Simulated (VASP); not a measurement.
Write the native input for VASP 6.6.1 that does the following.

```
Task                   : single point
Functional             : PBEsol
Dispersion             : D3(BJ)
Potentials or basis    : VASP PAW PBE potentials, release 64 (C)
Cutoff                 : 520 eV
k mesh                 : 21 × 21 × 12
Occupations            : gaussian, width 0.15 eV
Spin                   : no spin polarisation
Dipole correction      : no
Further INCAR settings : ALGO = Normal; EDIFF = 1e-07; NBANDS = 11
```

The structure of C lies in POSCAR:

```
C
1.0
    2.3962167908      0.0000000000      0.0000000000
   -1.1981083954      2.0751846138      0.0000000000
    0.0000000000      0.0000000000      3.4412451853
C
2
Direct
    0.3380317105      0.6760634210      0.0000000000
    0.6619682895      0.3239365790      0.0000000000
```

The input as run:

INCAR

```
SYSTEM = C
PREC     = Accurate       ! precision mode
ENCUT    = 520            ! plane-wave cutoff, eV
EDIFF    = 1E-7           ! SCF threshold, eV
ISMEAR   = 0              ! smearing method
SIGMA    = 0.15           ! smearing width, eV
LREAL    = .False.        ! projectors in reciprocal space
LASPH    = .True.         ! aspherical terms in the spheres
NELM     = 100            ! most SCF steps
ALGO     = Normal         ! electronic algorithm
ISIF     = 2              ! what is computed and relaxed
LWAVE    = .False.        ! write WAVECAR
LCHARG   = .False.        ! write CHGCAR
GGA      = PS             ! functional
IVDW     = 12             ! dispersion correction
NBANDS   = 11             ! bands
```

KPOINTS

```
Automatic mesh
0
Gamma
  21 21 12
  0 0 0
```

Potentials or basis: VASP PAW PBE potentials, release 64 (C).

Run with:

```bash
$ cat potpaw_PBE.64/C/POTCAR > POTCAR
$ mpirun -np 1 vasp_std > vasp.out
```

It gave:

| Property | Result |
| --- | --- |
| Pressure | 26.2 GPa |
| Largest force | 2.734 eV/Å |
| Band gap on the k mesh | zero (band 4 reaches 5.20 eV, above the bottom of band 5 at 4.63 eV) |
| Dispersion energy per atom | -0.106 eV |

Caveat: the PAW data sets were made with another functional, which shifts forces and pressure a little.

Wall time 91 s on 1 thread of Intel Xeon 6975P-C (shared host), peak memory 0.24 GiB.
